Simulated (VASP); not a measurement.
Set up this calculation in VASP 6.6.1, as the native input.

* Task: single point
* Functional: RPBE
* Potentials or basis: VASP PAW PBE potentials, release 64 (Pb_d)
* Cutoff: 520 eV
* k mesh: 11 × 11 × 6
* Occupations: fermi-dirac, width 0.1 eV
* Spin: no spin polarisation
* Dipole correction: no
* Further INCAR settings: ALGO = Normal; EDIFF = 1e-07; NBANDS = 21

The structure of Pb lies in POSCAR:

```
Pb
1.0
    3.6499629177      0.0000000000      0.0000000000
   -1.8249814589      3.1609606096      0.0000000000
    0.0000000000      0.0000000000      5.9836385073
Pb
2
Direct
    0.3333333333      0.6666666667      0.2500000000
    0.6666666667      0.3333333333      0.7500000000
```

This cell differs from its parent crystal: volume scaled by 1.04.

These files were run (other wordings do the same):

INCAR

```
SYSTEM = Pb
PREC     = Accurate       ! precision mode
ENCUT    = 520            ! plane-wave cutoff, eV
EDIFF    = 1E-7           ! SCF threshold, eV
ISMEAR   = -1             ! smearing method
SIGMA    = 0.1            ! smearing width, eV
LREAL    = .False.        ! projectors in reciprocal space
LASPH    = .True.         ! aspherical terms in the spheres
NELM     = 100            ! most SCF steps
ALGO     = Normal         ! electronic algorithm
ISIF     = 2              ! what is computed and relaxed
LWAVE    = .False.        ! write WAVECAR
LCHARG   = .False.        ! write CHGCAR
GGA      = RP             ! functional
NBANDS   = 21             ! bands
```

KPOINTS

```
regular mesh
0
Gamma
  11 11 6
  0 0 0
```

Potentials or basis: VASP PAW PBE potentials, release 64 (Pb_d).

Run with:

```console
$ cat potpaw_PBE.64/Pb_d/POTCAR > POTCAR
$ mpirun -np 1 vasp_std > vasp.out
```

Results of the run:

- Pressure: -1.4 GPa
- Band gap on the k mesh: zero (band 14 reaches 11.07 eV, above the bottom of band 15 at 4.72 eV)

Caveat: the PAW data sets were made with another functional, which shifts forces and pressure a little; spin-orbit coupling is left out, which moves the levels of the heavy elements.

Wall time 45 s on 1 thread of Intel(R) Xeon(R) 6975P-C (Granite Rapids) (shared host), peak memory 0.22 GiB.
